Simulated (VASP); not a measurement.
A run of VASP 6.6.1 is set up as follows.

INCAR

```
PREC = Accurate ; ENCUT = 500
EDIFF = 1E-6 ; ISMEAR = 0
SIGMA = 0.02 ; LREAL = False
LASPH = True ; NELM = 120
ALGO = Normal ; ISIF = 2
LWAVE = False ; LCHARG = True
GGA = CA ; LELF = True
LVHAR = True ; NBANDS = 11
GGA_COMPAT = False
```

KPOINTS

```
regular mesh
0
Gamma
  8 8 8
```

POSCAR

```
AlAs
1.0
    0.0000000000      2.8145100285      2.8145100285
    2.8145100285      0.0000000000      2.8145100285
    2.8145100285      2.8145100285      0.0000000000
Al As
1 1
Direct
    0.0000000000      0.0000000000      0.0000000000
    0.2500000000      0.2500000000      0.2500000000
```

Potentials or basis: VASP PAW LDA potentials, release 64 (Al, As).

The run is started by

```console
$ cat potpaw_LDA.64/Al/POTCAR potpaw_LDA.64/As/POTCAR > POTCAR
$ mpirun -np 1 vasp_std > vasp.out
```

(1) Estimate the pressure.

(2) Estimate the band gap on the k mesh.

Results:

(1) 0.4 GPa.

(2) 1.31 eV, indirect (least direct gap 2.02 eV).
